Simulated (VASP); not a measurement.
Input of a VASP 6.6.1 run:

File INCAR:

```
ALGO = Normal
EDIFF = 1E-7
EDIFFG = -0.005
ENCUT = 600
GGA = CA
IBRION = 2
ISIF = 3
ISMEAR = -1
LASPH = T
LCHARG = F
LREAL = F
LWAVE = F
NELM = 60
NSW = 60
PREC = Accurate
PSTRESS = 680.0
SIGMA = 0.08
```

File KPOINTS:

```
k-points
0
Gamma
  18 18 18
```

Contents of POSCAR:

```
Ir
1.0
    0.0000000000      1.8289665374      1.8289665374
    1.8289665374      0.0000000000      1.8289665374
    1.8289665374      1.8289665374      0.0000000000
Ir
1
Direct
    0.0000000000      0.0000000000      0.0000000000
```

Potentials or basis: VASP PAW LDA potentials, release 64 (Ir).

Command:

```console
$ cat potpaw_LDA.64/Ir/POTCAR > POTCAR
$ mpirun -np 1 vasp_std > vasp.out
```

Task: Predict the relaxed cell.

Result: a = 2.592 Å, b = 2.592 Å, c = 2.592 Å, α = 60.00°, β = 60.00°, γ = 60.00°.

Task: What does it give for the space group after relaxing (to 0.1 Å)?

Result: Fm-3m (No. 225).

Task: What does it give for the band gap on the k mesh?

Result: Zero (an odd number of electrons rules out a gap without spin polarisation).

Task: Estimate the relaxed volume.

Result: 12.31 Å³/atom.

Final structure:
```
CELL_PARAMETERS angstrom
0.00000 1.83277 1.83277
1.83277 0.00000 1.83277
1.83277 1.83277 0.00000
ATOMIC_POSITIONS crystal
Ir 0.00000 0.00000 0.00000
```

Caveat: the cell is relaxed towards a set pressure, so the run minimises the enthalpy, not the energy; spin-orbit coupling is left out, which moves the levels of the heavy elements.
